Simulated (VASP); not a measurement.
# NaSrYWO6 (R3) in VASP: single point with PBE

Aim: the single point of NaSrYWO6 with PBE.

Everything below comes from runs of VASP 6.6.1. Logs are shortened: lines on timing, memory, paths and dates and some standing lists are left out, and cuts for length are marked.

### Step 1. The cell of the first run

It takes space group R3 (No. 146, trigonal). Conventional cell: a = 5.870 Å, b = 5.870 Å, c = 16.112 Å, α = 90.00°, β = 90.00°, γ = 120.00°. Na (site symmetry 3) has 12 O at 2.91 to 3.23 Å and 3 Y at 3.61 Å and 3 W at 3.67 Å within 3.8 Å. Sr (site symmetry 3) has 12 O at 2.92 to 3.18 Å and 3 Y at 3.64 Å and 3 W at 3.65 Å within 3.8 Å. Within 3.0 Å of Y (site symmetry 3) lie 6 O at 2.29 to 2.31 Å. Within 2.7 Å of W (site symmetry 3) lie 6 O at 2.03 Å. O (site symmetry 1) has 1 W at 2.03 Å and 1 Y at 2.31 Å and 2 O at 2.75 Å within 2.8 Å. O (site symmetry 1) has 1 W at 2.03 Å and 1 Y at 2.29 Å and 4 O at 2.75 to 2.99 Å and 2 Na at 2.91 to 2.97 Å within 3.0 Å.

### Step 2. Single point, PBE

Contents of INCAR:

```
PREC = Accurate
ENCUT = 520
EDIFF = 1E-6
ISMEAR = -5
SIGMA = 0.02
LREAL = False
LASPH = True
NELM = 100
ALGO = Normal
ISIF = 2
LWAVE = False
LCHARG = False
GGA = PE
NBANDS = 50
```

Contents of KPOINTS:

```
Automatic mesh
0
Gamma
  6 6 6
```

Contents of POSCAR:

```
NaSrYWO6
1.0
   -0.3337614672      4.4843356329      4.4843356329
    4.1505741657      0.0000000000      4.1505741657
    4.1505741657      4.1505741657      0.0000000000
Na Sr Y W O
1 1 1 1 6
Direct
    0.2626966287      0.2457677904      0.2457677904
    0.7459582745      0.7513472418      0.7513472418
    0.4963721110      0.5012092963      0.5012092963
   -0.0011405813      0.0003801938      0.0003801938
    0.7642258078      0.2381094300      0.2313369883
    0.2344787146      0.7607487305      0.7708492228
    0.7642258078      0.7663277739      0.2381094300
    0.2344787146      0.2339233321      0.7607487305
    0.2344787146      0.7708492228      0.2339233321
    0.7642258078      0.2313369883      0.7663277739
```

Potentials or basis: VASP PAW PBE potentials, release 64 (Na_pv, Sr_sv, Y_sv, W_sv, O).

Started as:

```sh
cat potpaw_PBE.64/Na_pv/POTCAR potpaw_PBE.64/Sr_sv/POTCAR potpaw_PBE.64/Y_sv/POTCAR potpaw_PBE.64/W_sv/POTCAR potpaw_PBE.64/O/POTCAR > POTCAR
mpirun -np 1 vasp_std > vasp.out
```

OUTCAR:

```text
PREC = Accurate
   ENCUT = 520
   EDIFF = 1E-6
   ISMEAR = -5
   LREAL = False
   LASPH = True
   NELM = 100
   ISIF = 2
   GGA = PE

 ion  position               nearest neighbor table
   1  0.263  0.246  0.246-
   2  0.746  0.751  0.751-   7 2.92   5 2.92  10 2.92  10 2.96   5 2.96   7 2.96   6 3.17   8 3.17
                             9 3.17   8 3.18   9 3.18   6 3.18   3 3.64   3 3.64   3 3.64   4 3.65
   3  0.496  0.501  0.501-   8 2.29   9 2.29   6 2.29   5 2.31  10 2.31   7 2.31   2 3.64   2 3.64
                             2 3.64   2 4.03
   4  0.999  0.000  0.000-   5 2.03   7 2.03  10 2.03   9 2.03   8 2.03   6 2.03   2 3.65   2 3.65
                             2 3.65   2 4.01
   5  0.764  0.238  0.231-   4 2.03   3 2.31   2 2.92   2 2.96
   6  0.234  0.761  0.771-   4 2.03   3 2.29   2 3.17   2 3.18
   7  0.764  0.766  0.238-   4 2.03   3 2.31   2 2.92   2 2.96
   8  0.234  0.234  0.761-   4 2.03   3 2.29   2 3.17   2 3.18
   9  0.234  0.771  0.234-   4 2.03   3 2.29   2 3.17   2 3.18
  10  0.764  0.231  0.766-   4 2.03   3 2.31   2 2.92   2 2.96

  LATTYP: Found a trigonal (rhomboedric) cell.
 ALAT       =     6.3505849222
 COS(alpha) =     0.5728416490

  Lattice vectors:

 A1 = (  -4.4843356329,   4.4843356329,   0.3337614672)
 A2 = (  -4.4843356329,   0.3337614672,   4.4843356329)
 A3 = (  -0.3337614672,   4.4843356329,   4.4843356329)

Analysis of symmetry for initial positions (statically):
=====================================================================
 Subroutine PRICEL returns:
 Original cell was already a primitive cell.

 Routine SETGRP: Setting up the symmetry group for a
 trigonal (rhombohedral) supercell.

 Subroutine GETGRP returns: Found  3 space group operations
 (whereof  3 operations were pure point group operations)
 out of a pool of 12 trial point group operations.

The static configuration has the point symmetry C_3 .

Analysis of symmetry for dynamics (positions and initial velocities):
=====================================================================
 Subroutine PRICEL returns:
 Original cell was already a primitive cell.

 Routine SETGRP: Setting up the symmetry group for a
 trigonal (rhombohedral) supercell.

 Subroutine GETGRP returns: Found  3 space group operations
 (whereof  3 operations were pure point group operations)
 out of a pool of 12 trial point group operations.

The dynamic configuration has the point symmetry C_3 .

 Subroutine INISYM returns: Found  3 space group operations
 (whereof  3 operations are pure point group operations),
 and found     1 'primitive' translations

----------------------------------------------------------------------------------------

                                     Primitive cell

  volume of cell :     160.2555

  direct lattice vectors                    reciprocal lattice vectors
    -0.333761467  4.484335633  4.484335633    -0.107498762  0.107498762  0.107498762
     4.150574166  0.000000000  4.150574166     0.116143095 -0.116143095  0.124787427
     4.150574166  4.150574166  0.000000000     0.116143095  0.124787427 -0.116143095

  length of vectors
     6.350584922  5.869798277  5.869798277     0.186193317  0.206277335  0.206277335

  position of ions in fractional coordinates (direct lattice)
     0.262696629  0.245767790  0.245767790
     0.745958274  0.751347242  0.751347242
     0.496372111  0.501209296  0.501209296
     0.998859419  0.000380194  0.000380194
     0.764225808  0.238109430  0.231336988
     0.234478715  0.760748730  0.770849223
     0.764225808  0.766327774  0.238109430
     0.234478715  0.233923332  0.760748730
     0.234478715  0.770849223  0.233923332
     0.764225808  0.231336988  0.766327774

  ion indices of the primitive-cell ions
   primitive index   ion index
                 1           1
                 2           2
                 3           3
                 4           4
                 5           5
                 6           6
                 7           7
                 8           8
                 9           9
                10          10

----------------------------------------------------------------------------------------

 KPOINTS: Automatic mesh

Automatic generation of k-mesh.
 Grid dimensions read from file:
 generate k-points for:    6    6    6

 Generating k-lattice:

  Cartesian coordinates                     Fractional coordinates (reciprocal lattice)
    -0.017916460  0.017916460  0.017916460     0.166666667  0.000000000  0.000000000
     0.019357182 -0.019357182  0.020797905    -0.000000000  0.166666667  0.000000000
     0.019357182  0.020797905 -0.019357182    -0.000000000  0.000000000  0.166666667

  Length of vectors
     0.031032220  0.034379556  0.034379556

  Shift w.r.t. Gamma in fractional coordinates (k-lattice)
     0.000000000  0.000000000  0.000000000

 TETIRR: Found    201 inequivalent tetrahedra from     1296

 Subroutine IBZKPT returns following result:
 ===========================================

 Found     40 irreducible k-points:

 Following reciprocal coordinates:
            Coordinates               Weight
  0.000000  0.000000  0.000000      1.000000
  0.166667  0.000000  0.000000      2.000000
  0.333333  0.000000  0.000000      2.000000
  0.500000  0.000000  0.000000      1.000000
  0.000000  0.166667  0.000000      6.000000
  0.166667  0.166667  0.000000      6.000000
[... 16 lines left out ...]
  0.166667  0.333333  0.166667      6.000000
  0.500000  0.333333  0.166667      6.000000
 [... further k-points ...]
   k-points           NKPTS =     40   k-points in BZ     NKDIM =     40   number of bands    NBANDS=     50
   number of dos      NEDOS =    301   number of ions     NIONS =     10
   total plane-waves  NPLWV = 110592
   dimension x,y,z NGX =    48 NGY =   48 NGZ =   48
   dimension x,y,z NGXF=    96 NGYF=   96 NGZF=   96
   ions per type =               1   1   1   1   6
   NGX,Y,Z   is equivalent  to a cutoff of  12.57, 13.59, 13.59 a.u.
   NGXF,Y,Z  is equivalent  to a cutoff of  25.13, 27.19, 27.19 a.u.
 SYSTEM =  unknown system
   PREC   = accura    normal or accurate (medium, high low for compatibility)
   ISTART =      0    job   : 0-new  1-cont  2-samecut
   ICHARG =      2    charge: 1-file 2-atom 10-const
   ISPIN  =      1    spin polarized calculation?
   LNONCOLLINEAR =      F non collinear calculations
   LSORBIT =      F    spin-orbit coupling
   LASPH  =      T    aspherical Exc in radial PAW
   ENCUT  =  520.0 eV  38.22 Ry    6.18 a.u.  11.81 10.91 10.91*2*pi/ulx,y,z
   NELM   =    100;   NELMIN=  2; NELMDL= -5     # of ELM steps
   EDIFF  = 0.1E-05   stopping-criterion for ELM
   LREAL  =      F    real-space projection
   EDIFFG = 0.1E-04   stopping-criterion for IOM
   NSW    =      0    number of steps for IOM
   IBRION =     -1    ionic relax: 0-MD 1-quasi-New 2-CG
   NFREE  =      0    steps in history (QN), initial steepest desc. (CG)
   ISIF   =      2    stress and relaxation
   ISYM   =      2    0-nonsym 1-usesym 2-fastsym
   POTIM  = 0.5000    time-step for ionic-motion
   TEBEG  =    0.0;   TEEND  =   0.0 temperature during run
   PSTRESS=    0.0 pullay stress
   NELECT =      78.0000    total number of electrons
   NUPDOWN=      -1.0000    fix difference up-down
   EMIN   =  10.00;   EMAX   =-10.00  energy-range for DOS
   EFERMI =   0.00;   METHOD = LEGACY
   ISMEAR =    -5;   SIGMA  =   0.02  broadening in eV -4-tet -1-fermi 0-gaus
   EFERMI_NEDOS =   21; number of points for ismear=-14 and -15
   IALGO  =     38    algorithm
   IMIX   =      4    mixing-type and parameters
     AMIX     =   0.40;   BMIX     =  1.00
     AMIX_MAG =   1.60;   BMIX_MAG =  1.00
  volume/ion in A,a.u.               =      16.03       108.15
  Fermi-wavevector in a.u.,A,eV,Ry     =   1.287761  2.433516 22.562941  1.658329
  Thomas-Fermi vector in A             =   2.419756
   LORBIT       =      0    0 simple, 1 ext, 2 COOP (PROOUT), +10 PAW based schemes
   GGA     = PE    functional components
   LHFCALC =     F    Hartree Fock is set to
   AEXX    =    0.0000 exact exchange contribution
   IVDW    =     0    specifies the selected vdW correction
   LEPSILON=     F    determine dielectric tensor
   LRPA    =     F    only Hartree local field effects (RPA)
 non-spin polarized calculation
 Fermi weights with tetrahedron method with Bloechl corrections
  energy-cutoff  :      520.00
  volume of cell :      160.26
 maximum number of plane-waves:      4332
   NGX = 23   NGY = 21   NGZ = 21

 number of electron      78.0000003 magnetization

 Free energy of the ion-electron system (eV)
  ---------------------------------------------------
  ext. energy  EPLUGINS =         0.00000000
  ---------------------------------------------------
  free energy    TOTEN  =       -77.43509490 eV

  energy without entropy =      -77.43509490  energy(sigma->0) =      -77.43509490

 E-fermi :   1.6925     XC(G=0):  -9.5611

 val. band max:        1.5420475299   @ k =   0.0000   0.0000   0.0000
 cond. band min:       3.4236683237   @ k =   0.0000   0.0000   0.0000
 fundamental gap:      1.8816207938
 Fermi energy:         1.6924779254

 k-point     1 :       0.0000    0.0000    0.0000
  band No.  band energies     occupation
      1     -73.6202      2.00000
      2     -38.7971      2.00000
      3     -37.6543      2.00000
      4     -37.6543      2.00000
      5     -37.5650      2.00000
      6     -32.6684      2.00000
[... 42 lines left out ...]
     49       7.7040      0.00000
     50       7.7040      0.00000

 k-point     2 :       0.1667    0.0000    0.0000
  band No.  band energies     occupation
      1     -73.6202      2.00000
      2     -38.7971      2.00000
      3     -37.6543      2.00000
      4     -37.6543      2.00000
      5     -37.5650      2.00000
      6     -32.6683      2.00000
[... 1158 lines left out ...]
 k-point    24 :       0.5000    0.3333    0.1667
  band No.  band energies     occupation
      1     -73.6202      2.00000
      2     -38.7971      2.00000
      3     -37.6543      2.00000
      4     -37.6543      2.00000
      5     -37.5650      2.00000
      6     -32.6682      2.00000
[... 42 lines left out ...]
     49       8.0115      0.00000
     50       8.1211      0.00000

 [... further k-points ...]
[... 5 lines left out ...]
  --------------------------------------------------------------------------------------
  -------------------------------------------------------------------------------------
  Total      -14.4245213    -14.4245213    -14.4245213      4.8768384     -4.8768384      4.8768384
  in kB     -144.2112352   -144.2112352   -144.2112352     48.7568966    -48.7568966     48.7568966
  external PRESSURE =    -144.2112352 kB  Pullay stress =       0.0000000 kB

 VOLUME and BASIS-vectors are now :
 -----------------------------------------------------------------------------
  energy-cutoff  :      520.00
  volume of cell :      160.26
      direct lattice vectors                 reciprocal lattice vectors
    -0.333761467  4.484335633  4.484335633    -0.107498762  0.107498762  0.107498762
     4.150574166  0.000000000  4.150574166     0.116143095 -0.116143095  0.124787427
     4.150574166  4.150574166  0.000000000     0.116143095  0.124787427 -0.116143095

 POSITION                                       TOTAL-FORCE (eV/Angst)
 -----------------------------------------------------------------------------------
      1.95248      2.19810      2.19810         0.101588     -0.101588     -0.101588
      5.98807      6.46365      6.46365        -0.187501      0.187501      0.187501
      3.99494      4.30621      4.30621         0.158422     -0.158422     -0.158422
     -0.33022      4.48080      4.48080        -0.377802      0.377802      0.377802
      1.69340      4.38723      4.41534        -1.299021      0.297791      0.328983
      6.27875      4.25095      4.20903         1.453546     -0.392495     -0.385047
      3.91392      4.41534      6.60775        -0.297791      0.328983      1.299021
      4.05020      4.20903      2.02240         0.392495     -0.385047     -1.453546
      4.09212      2.02240      4.25095         0.385047     -1.453546     -0.392495
      3.88581      6.60775      4.38723        -0.328983      1.299021      0.297791
 -----------------------------------------------------------------------------------
    total drift:                                0.000208     -0.000205     -0.000198

  FREE ENERGIE OF THE ION-ELECTRON SYSTEM (eV)
  ---------------------------------------------------
  free  energy   TOTEN  =       -77.4350948962 eV

  energy  without entropy=      -77.4350948962  energy(sigma->0) =      -77.43509490
```

It took 4.8 min on 1 thread of Intel Xeon Platinum 8488C (Sapphire Rapids), shared host; peak memory 0.55 GiB.

Results:

- Free energy: -77.4351 eV
- Pressure: -14.4 GPa
- Largest force: 1.554 eV/Å
- Band gap on the k mesh: 1.88 eV

Forces in eV/Å, atoms in the order of the input:
```
Na   0.102 -0.102 -0.102
Sr  -0.188  0.188  0.188
Y    0.158 -0.158 -0.158
W   -0.378  0.378  0.378
O   -1.299  0.298  0.329
O    1.454 -0.392 -0.385
O   -0.298  0.329  1.299
O    0.392 -0.385 -1.454
O    0.385 -1.454 -0.392
O   -0.329  1.299  0.298
```

Stress tensor (GPa, compression positive):
```
-14.42   4.88   4.88
  4.88 -14.42  -4.88
  4.88  -4.88 -14.42
```

Caveat: the cell stands under tension; spin-orbit coupling is left out, which moves the levels of the heavy elements; forces of over 1 eV/Å act on the atoms, so gaps and moduli don't describe the material at rest.
